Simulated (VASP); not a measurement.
Ni3RhF: single point with PBE

The system is Ni3RhF.

```
Rh F Ni
1.0
     3.81136    0.00000    0.00000
     0.00000    3.81136    0.00000
     0.00000    0.00000    3.81136
Rh F Ni
1 1 3
Direct
  0.00000 0.00000 0.00000
  0.50000 0.50000 0.50000
  0.00000 0.50000 0.50000
  0.50000 0.00000 0.50000
  0.50000 0.50000 0.00000
```

```json
{
 "Program": "VASP 6.6.1",
 "Task": "single point",
 "Functional": "PBE",
 "Potentials or basis": "VASP PAW PBE potentials, release 64 (Rh_pv, F, Ni)",
 "Cutoff": "600 eV",
 "k mesh": "5 × 5 × 5",
 "Occupations": "fermi-dirac, width 0.1 eV",
 "Spin": "non-collinear spin, zero start, spin-orbit coupling",
 "Starting moments": "[[0.0, 0.0, 0.0], [0.0, 0.0, 0.0], [0.0, 0.0, 0.0], [0.0, 0.0, 0.0], [0.0, 0.0, 0.0]] μB"
}
```

```
Pressure                                              : 18.0 GPa
Net moment                                            : 0.00 μB per cell
Valence electrons inside the program's atomic spheres : Rh 13.71; F 6.14; Ni 9.26
```

Moments on the atoms (μB; x, y, z):
```
Rh  0.00 0.00 0.00
F   0.00 0.00 0.00
Ni  0.00 0.00 0.00
Ni  0.00 0.00 0.00
Ni  0.00 0.00 0.00
```

Run time: 86 s on 1 thread of Intel Xeon 8259CL, with other jobs on the host, peak memory 0.29 GiB.

Caveat: the cell stands under pressure.
